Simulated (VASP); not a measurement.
Wanted: the native input for a VASP 6.6.1 run.

```yaml
Task: single point
Functional: r2SCAN
Potentials_or_basis: VASP PAW PBE potentials, release 64 (K_sv, Pd)
Cutoff: 520 eV
k_mesh: 8 × 8 × 8
Occupations: gaussian, width 0.1 eV
Spin: no spin polarisation
Dipole_correction: no
Further_INCAR_settings: ALGO = Normal; EDIFF = 1e-06; NBANDS = 26
```

The system is K3Pd.

```
CELL_PARAMETERS angstrom
5.62415 0.00000 0.00000
0.00000 5.62415 0.00000
0.00000 0.00000 5.62415
ATOMIC_POSITIONS crystal
K 0.50000 0.50000 0.00000
K 0.50000 0.00000 0.50000
K 0.00000 0.50000 0.50000
Pd 0.00000 0.00000 0.00000
```

This cell differs from its parent crystal: functional r2SCAN, strained.

One way to write it, as run:

POSCAR

```
K3Pd
1.0
    5.6241539277      0.0000000000      0.0000000000
    0.0000000000      5.6241539277      0.0000000000
    0.0000000000      0.0000000000      5.6241539277
K Pd
3 1
Direct
    0.5000000000      0.5000000000      0.0000000000
    0.5000000000      0.0000000000      0.5000000000
    0.0000000000      0.5000000000      0.5000000000
    0.0000000000      0.0000000000      0.0000000000
```

INCAR.step1

```
ALGO = Normal
EDIFF = 1E-4
ENCUT = 520
GGA = PE
ISMEAR = 0
LASPH = T
LCHARG = F
LREAL = F
LWAVE = T
NBANDS = 26
NELM = 100
PREC = Accurate
SIGMA = 0.1
```

INCAR.step2

```
ALGO = Normal
EDIFF = 1E-6
ENCUT = 520
ISIF = 2
ISMEAR = 0
ISTART = 1
LASPH = T
LCHARG = F
LMIXTAU = T
LREAL = F
LWAVE = F
METAGGA = R2SCAN
NBANDS = 26
NELM = 100
PREC = Accurate
SIGMA = 0.1
```

KPOINTS

```
k-points
0
Gamma
  8 8 8
```

Potentials or basis: VASP PAW PBE potentials, release 64 (K_sv, Pd).

Launch:

```bash
$ cat potpaw_PBE.64/K_sv/POTCAR potpaw_PBE.64/Pd/POTCAR > POTCAR
$ cp INCAR.step1 INCAR
$ mpirun -np 1 vasp_std > vasp.out
$ cp INCAR.step2 INCAR
$ mpirun -np 1 vasp_std > vasp.out
```

Results of the run:

```
Pressure : -1.0 GPa
```

Caveat: the cell differs from its parent crystal (functional r2SCAN, strained); the PAW data sets were made with another functional, which shifts forces and pressure a little.

Run time: 5.8 min on 1 thread of Intel(R) Xeon(R) Platinum 8559C (Emerald Rapids), on a shared host, peak memory 0.38 GiB.
